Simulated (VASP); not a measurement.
# Bi (P6_3/mmc) in VASP: notebook

Runs on Bi. Level: revPBE. Tasks: single point.

All numbers are computed with VASP 6.6.1; they aren't measurements. Logs are shortened: lines on timing, memory, paths and dates and some standing lists are left out, and cuts for length are marked.

### 1 The cell of the first run

Symmetry: P6_3/mmc, No. 194, hexagonal system. Conventional cell: a = 3.467 Å, b = 3.467 Å, c = 5.704 Å, α = 90.00°, β = 90.00°, γ = 120.00°. Bi (site symmetry -6m2) has 12 Bi at 3.47 to 3.48 Å within 4.6 Å.

### 2 Single point, revPBE (volume scaled by 0.92)

The input, INCAR:

```
SYSTEM = Bi
ALGO = Normal
EDIFF = 1E-6
ENCUT = 520
GGA = RE
ISIF = 2
ISMEAR = -1
LASPH = .TRUE.
LCHARG = .FALSE.
LREAL = .FALSE.
LWAVE = .FALSE.
NBANDS = 22
NELM = 80
PREC = Accurate
SIGMA = 0.1
```

The input, KPOINTS:

```
k-points
0
G
  12 12 6
  0 0 0
```

The input, POSCAR:

```
Bi
1.0
    3.4667968413      0.0000000000      0.0000000000
   -1.7333984207      3.0023341343      0.0000000000
    0.0000000000      0.0000000000      5.7042376608
Bi
2
Direct
    0.3333333333      0.6666666667      0.2500000000
    0.6666666667      0.3333333333      0.7500000000
```

Potentials or basis: VASP PAW PBE potentials, release 64 (Bi_d).

Run with:

```
$ cat potpaw_PBE.64/Bi_d/POTCAR > POTCAR
$ mpirun -np 1 vasp_std > vasp.out
```

OUTCAR:

```text
SYSTEM = Bi
   EDIFF = 1E-6
   ENCUT = 520
   GGA = RE
   ISIF = 2
   ISMEAR = -1
   LASPH = .TRUE.
   LREAL = .FALSE.
   NELM = 80
   PREC = Accurate

 ion  position               nearest neighbor table
   1  0.333  0.667  0.250-   2 3.48   2 3.48   2 3.48   2 3.48   2 3.48   2 3.48
   2  0.667  0.333  0.750-   1 3.48   1 3.48   1 3.48   1 3.48   1 3.48   1 3.48

  LATTYP: Found a hexagonal cell.
 ALAT       =     3.4667968413
 C/A-ratio  =     1.6453913863

  Lattice vectors:

 A1 = (   3.4667968413,   0.0000000000,   0.0000000000)
 A2 = (  -1.7333984207,   3.0023341343,   0.0000000000)
 A3 = (   0.0000000000,   0.0000000000,   5.7042376608)

Analysis of symmetry for initial positions (statically):
=====================================================================
 Subroutine PRICEL returns:
 Original cell was already a primitive cell.

 Routine SETGRP: Setting up the symmetry group for a
 hexagonal supercell.

 Subroutine GETGRP returns: Found 24 space group operations
 (whereof 12 operations were pure point group operations)
 out of a pool of 24 trial point group operations.

The static configuration has the point symmetry D_3d.
 The point group associated with its full space group is D_6h.

Analysis of symmetry for dynamics (positions and initial velocities):
=====================================================================
 Subroutine PRICEL returns:
 Original cell was already a primitive cell.

 Routine SETGRP: Setting up the symmetry group for a
 hexagonal supercell.

 Subroutine GETGRP returns: Found 24 space group operations
 (whereof 12 operations were pure point group operations)
 out of a pool of 24 trial point group operations.

The dynamic configuration has the point symmetry D_3d.
 The point group associated with its full space group is D_6h.

 Subroutine INISYM returns: Found 24 space group operations
 (whereof 12 operations are pure point group operations),
 and found     1 'primitive' translations

----------------------------------------------------------------------------------------

                                     Primitive cell

  volume of cell :      59.3725

  direct lattice vectors                    reciprocal lattice vectors
     3.466796841  0.000000000  0.000000000     0.288450707  0.166537093  0.000000000
    -1.733398421  3.002334134  0.000000000     0.000000000  0.333074187  0.000000000
     0.000000000  0.000000000  5.704237661     0.000000000  0.000000000  0.175308264

  length of vectors
     3.466796841  3.466796841  5.704237661     0.333074187  0.333074187  0.175308264

  position of ions in fractional coordinates (direct lattice)
     0.333333333  0.666666667  0.250000000
     0.666666667  0.333333333  0.750000000

  ion indices of the primitive-cell ions
   primitive index   ion index
                 1           1
                 2           2

----------------------------------------------------------------------------------------

 KPOINTS: k-points

Automatic generation of k-mesh.
 Grid dimensions read from file:
 generate k-points for:   12   12    6

 Generating k-lattice:

  Cartesian coordinates                     Fractional coordinates (reciprocal lattice)
     0.024037559  0.013878091  0.000000000     0.083333333  0.000000000  0.000000000
     0.000000000  0.027756182  0.000000000     0.000000000  0.083333333  0.000000000
     0.000000000  0.000000000  0.029218044     0.000000000  0.000000000  0.166666667

  Length of vectors
     0.027756182  0.027756182  0.029218044

  Shift w.r.t. Gamma in fractional coordinates (k-lattice)
     0.000000000  0.000000000  0.000000000

 Subroutine IBZKPT returns following result:
 ===========================================

 Found     76 irreducible k-points:

 Following reciprocal coordinates:
            Coordinates               Weight
  0.000000  0.000000  0.000000      1.000000
  0.083333  0.000000  0.000000      6.000000
  0.166667  0.000000  0.000000      6.000000
  0.250000  0.000000  0.000000      6.000000
  0.333333  0.000000  0.000000      6.000000
  0.416667  0.000000  0.000000      6.000000
[... 16 lines left out ...]
  0.250000  0.000000  0.166667     12.000000
  0.333333  0.000000  0.166667     12.000000
 [... further k-points ...]
   k-points           NKPTS =     76   k-points in BZ     NKDIM =     76   number of bands    NBANDS=     22
   number of dos      NEDOS =    301   number of ions     NIONS =      2
   total plane-waves  NPLWV =  32928
   dimension x,y,z NGX =    28 NGY =   28 NGZ =   42
   dimension x,y,z NGXF=    56 NGYF=   56 NGZF=   84
   ions per type =               2
   NGX,Y,Z   is equivalent  to a cutoff of  13.43, 13.43, 12.24 a.u.
   NGXF,Y,Z  is equivalent  to a cutoff of  26.85, 26.85, 24.48 a.u.
 SYSTEM =  Bi
   PREC   = accura    normal or accurate (medium, high low for compatibility)
   ISTART =      0    job   : 0-new  1-cont  2-samecut
   ICHARG =      2    charge: 1-file 2-atom 10-const
   ISPIN  =      1    spin polarized calculation?
   LNONCOLLINEAR =      F non collinear calculations
   LSORBIT =      F    spin-orbit coupling
   LASPH  =      T    aspherical Exc in radial PAW
   ENCUT  =  520.0 eV  38.22 Ry    6.18 a.u.   6.45  6.45 10.61*2*pi/ulx,y,z
   NELM   =     80;   NELMIN=  2; NELMDL= -5     # of ELM steps
   EDIFF  = 0.1E-05   stopping-criterion for ELM
   LREAL  =      F    real-space projection
   EDIFFG = 0.1E-04   stopping-criterion for IOM
   NSW    =      0    number of steps for IOM
   IBRION =     -1    ionic relax: 0-MD 1-quasi-New 2-CG
   NFREE  =      0    steps in history (QN), initial steepest desc. (CG)
   ISIF   =      2    stress and relaxation
   ISYM   =      2    0-nonsym 1-usesym 2-fastsym
   POTIM  = 0.5000    time-step for ionic-motion
   TEBEG  =    0.0;   TEEND  =   0.0 temperature during run
   PSTRESS=    0.0 pullay stress
   NELECT =      30.0000    total number of electrons
   NUPDOWN=      -1.0000    fix difference up-down
   EMIN   =  10.00;   EMAX   =-10.00  energy-range for DOS
   EFERMI =   0.00;   METHOD = LEGACY
   ISMEAR =    -1;   SIGMA  =   0.10  broadening in eV -4-tet -1-fermi 0-gaus
   EFERMI_NEDOS =   21; number of points for ismear=-14 and -15
   IALGO  =     38    algorithm
   IMIX   =      4    mixing-type and parameters
     AMIX     =   0.40;   BMIX     =  1.00
     AMIX_MAG =   1.60;   BMIX_MAG =  1.00
  volume/ion in A,a.u.               =      29.69       200.33
  Fermi-wavevector in a.u.,A,eV,Ry     =   1.303928  2.464066 23.133005  1.700228
  Thomas-Fermi vector in A             =   2.434897
   LORBIT       =      0    0 simple, 1 ext, 2 COOP (PROOUT), +10 PAW based schemes
   GGA     = RE    functional components
   LHFCALC =     F    Hartree Fock is set to
   AEXX    =    0.0000 exact exchange contribution
   IVDW    =     0    specifies the selected vdW correction
   LEPSILON=     F    determine dielectric tensor
   LRPA    =     F    only Hartree local field effects (RPA)
 non-spin polarized calculation
  energy-cutoff  :      520.00
  volume of cell :       59.37
 maximum number of plane-waves:      1625
 NGX is ok and might be reduce to    28
   NGX = 13   NGY = 13   NGZ = 21

 number of electron      29.9999999 magnetization

 Free energy of the ion-electron system (eV)
  ---------------------------------------------------
  ext. energy  EPLUGINS =         0.00000000
  ---------------------------------------------------
  free energy    TOTEN  =        -6.79433910 eV

  energy without entropy =       -6.76072623  energy(sigma->0) =       -6.77753267

 E-fermi :   8.6923     XC(G=0): -10.4667

 val. band max:        8.6557864778   @ k =   0.4167   0.0833   0.1667
 cond. band min:       8.7257296586   @ k =   0.1667   0.0833   0.3333
 fundamental gap:      0.0699431808
 Fermi energy:         8.6922737071

 k-point     1 :       0.0000    0.0000    0.0000
  band No.  band energies     occupation
      1     -14.5051      2.00000
      2     -14.4965      2.00000
      3     -14.4817      2.00000
      4     -14.4817      2.00000
      5     -14.4716      2.00000
      6     -14.4716      2.00000
[... 14 lines left out ...]
     21      18.7027      0.00000
     22      19.2865      0.00000

 k-point     2 :       0.0833    0.0000    0.0000
  band No.  band energies     occupation
      1     -14.5059      2.00000
      2     -14.4949      2.00000
      3     -14.4771      2.00000
      4     -14.4715      2.00000
      5     -14.4671      2.00000
      6     -14.4614      2.00000
[... 14 lines left out ...]
     21      18.5963      0.00000
     22      18.7565      0.00000

 k-point     3 :       0.1667    0.0000    0.0000
  band No.  band energies     occupation
      1     -14.5192      2.00000
      2     -14.4818      2.00000
      3     -14.4744      2.00000
      4     -14.4603      2.00000
      5     -14.4564      2.00000
      6     -14.4436      2.00000
[... 14 lines left out ...]
     21      18.1146      0.00000
     22      18.7316      0.00000

 k-point     4 :       0.2500    0.0000    0.0000
  band No.  band energies     occupation
      1     -14.5383      2.00000
      2     -14.4803      2.00000
      3     -14.4778      2.00000
      4     -14.4678      2.00000
      5     -14.4573      2.00000
      6     -14.4069      2.00000
[... 14 lines left out ...]
     21      17.7551      0.00000
     22      18.4263      0.00000

 k-point     5 :       0.3333    0.0000    0.0000
  band No.  band energies     occupation
      1     -14.5565      2.00000
      2     -14.4965      2.00000
      3     -14.4866      2.00000
      4     -14.4785      2.00000
      5     -14.4334      2.00000
      6     -14.4037      2.00000
[... 417 lines left out ...]
 k-point    22 :       0.1667    0.0000    0.1667
  band No.  band energies     occupation
      1     -14.5174      2.00000
      2     -14.4897      2.00000
      3     -14.4814      2.00000
      4     -14.4621      2.00000
      5     -14.4573      2.00000
      6     -14.4373      2.00000
[... 14 lines left out ...]
     21      17.4117      0.00000
     22      19.0484      0.00000

 k-point    23 :       0.2500    0.0000    0.1667
  band No.  band energies     occupation
      1     -14.5357      2.00000
      2     -14.4943      2.00000
      3     -14.4816      2.00000
      4     -14.4624      2.00000
      5     -14.4436      2.00000
      6     -14.4143      2.00000
[... 14 lines left out ...]
     21      17.0145      0.00000
     22      19.0798      0.00000

 k-point    24 :       0.3333    0.0000    0.1667
  band No.  band energies     occupation
      1     -14.5530      2.00000
      2     -14.5065      2.00000
      3     -14.4895      2.00000
      4     -14.4702      2.00000
      5     -14.4309      2.00000
      6     -14.4097      2.00000
[... 14 lines left out ...]
     21      17.1250      0.00000
     22      18.6078      0.00000

 [... further k-points ...]
[... 5 lines left out ...]
  --------------------------------------------------------------------------------------
  -------------------------------------------------------------------------------------
  Total        1.7083831      1.7083831      1.9070064     -0.0000000      0.0000000      0.0000000
  in kB       46.1010495     46.1010495     51.4609390     -0.0000000      0.0000000      0.0000000
  external PRESSURE =      47.8876793 kB  Pullay stress =       0.0000000 kB

 VOLUME and BASIS-vectors are now :
 -----------------------------------------------------------------------------
  energy-cutoff  :      520.00
  volume of cell :       59.37
      direct lattice vectors                 reciprocal lattice vectors
     3.466796841  0.000000000  0.000000000     0.288450707  0.166537093  0.000000000
    -1.733398421  3.002334134  0.000000000     0.000000000  0.333074187  0.000000000
     0.000000000  0.000000000  5.704237661     0.000000000  0.000000000  0.175308264

 POSITION                                       TOTAL-FORCE (eV/Angst)
 -----------------------------------------------------------------------------------
     -0.00000      2.00156      1.42606        -0.000000      0.000000      0.000000
      1.73340      1.00078      4.27818         0.000000     -0.000000      0.000000
 -----------------------------------------------------------------------------------
    total drift:                               -0.000000      0.000000      0.000000

  FREE ENERGIE OF THE ION-ELECTRON SYSTEM (eV)
  ---------------------------------------------------
  free  energy   TOTEN  =        -6.7943391036 eV

  energy  without entropy=       -6.7607262298  energy(sigma->0) =       -6.77753267
```

It took 28 s on 1 thread of Intel Xeon 6975P-C (Granite Rapids), shared host; peak memory 0.22 GiB.

What came out:

* Free energy: -6.7943 eV
* Pressure: 4.8 GPa
* Band gap on the k mesh: zero (band 15 reaches 13.11 eV, above the bottom of band 16 at 5.70 eV)

Caveat: the PAW data sets were made with another functional, which shifts forces and pressure a little; spin-orbit coupling is left out, which moves the levels of the heavy elements.

[end of part 1 of 2]
